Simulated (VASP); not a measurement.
Input of a VASP 6.6.1 run:

INCAR

```
ALGO = Fast ; EDIFF = 1E-6
ENCUT = 520 ; GGA = PS
ISIF = 2 ; ISMEAR = 0
LASPH = True ; LCHARG = True
LELF = True ; LREAL = False
LVHAR = True ; LWAVE = False
NBANDS = 38 ; NELM = 80
PREC = Accurate ; SIGMA = 0.1
```

Contents of KPOINTS:

```
k-points
0
Gamma
  8 8 4
```

POSCAR

```
SrSnP
1.0
    4.3211963896      0.0000000000      0.0000000000
    0.0000000000      4.3211963896      0.0000000000
    0.0000000000      0.0000000000      8.8881104999
Sr Sn P
2 2 2
Direct
    0.0000000000      0.5000000000      0.6675254681
    0.5000000000      0.0000000000      0.3324745319
    0.5000000000      0.0000000000      0.9479529145
    0.0000000000      0.5000000000      0.0520470855
    0.0000000000      0.5000000000      0.3287222811
    0.5000000000      0.0000000000      0.6712777189
```

Potentials or basis: VASP PAW PBE potentials, release 64 (Sr_sv, Sn_d, P).

The run is started by

```console
$ cat potpaw_PBE.64/Sr_sv/POTCAR potpaw_PBE.64/Sn_d/POTCAR potpaw_PBE.64/P/POTCAR > POTCAR
$ mpirun -np 1 vasp_std > vasp.out
```

Q: What does it give for the largest force?

A: 0.015 eV/Å.

Q: Predict the pressure.

A: 0.1 GPa.

Stress tensor (GPa, compression positive):
```
0.10 0.00 0.00
0.00 0.10 0.00
0.00 0.00 0.02
```

Caveat: the PAW data sets were made with another functional, which shifts forces and pressure a little.
